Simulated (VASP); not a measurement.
Here is a VASP 6.6.1 calculation.

INCAR

```
SYSTEM = SrCl2
PREC = Accurate
ENCUT = 520
EDIFF = 1E-7
ISMEAR = 0
SIGMA = 0.01
LREAL = .False.
LASPH = .True.
NELM = 60
ALGO = Normal
ISIF = 2
LWAVE = .False.
LCHARG = .False.
GGA = PE
NBANDS = 19
```

File KPOINTS:

```
Automatic mesh
0
Gamma
  4 4 4
  0 0 0
```

Contents of POSCAR:

```
SrCl2
1.0
    0.0000000000      3.4977180848      3.4977180848
    3.4977180848      0.0000000000      3.4977180848
    3.4977180848      3.4977180848      0.0000000000
Sr Cl
1 2
Direct
    0.0000000000      0.0000000000      0.0000000000
    0.2500000000      0.2500000000      0.2500000000
    0.7500000000      0.7500000000      0.7500000000
```

Potentials or basis: VASP PAW PBE potentials, release 64 (Sr_sv, Cl).

Run with:

```console
$ cat potpaw_PBE.64/Sr_sv/POTCAR potpaw_PBE.64/Cl/POTCAR > POTCAR
$ mpirun -np 1 vasp_std > vasp.out
```

(1) What does it give for the band gap on the k mesh?

(2) Predict the pressure.

Answers

(1) 5.31 eV (least direct gap 5.51 eV).

(2) 0.8 GPa.

Caveat: the structure was generated, so it needn't be the stable form of SrCl2.
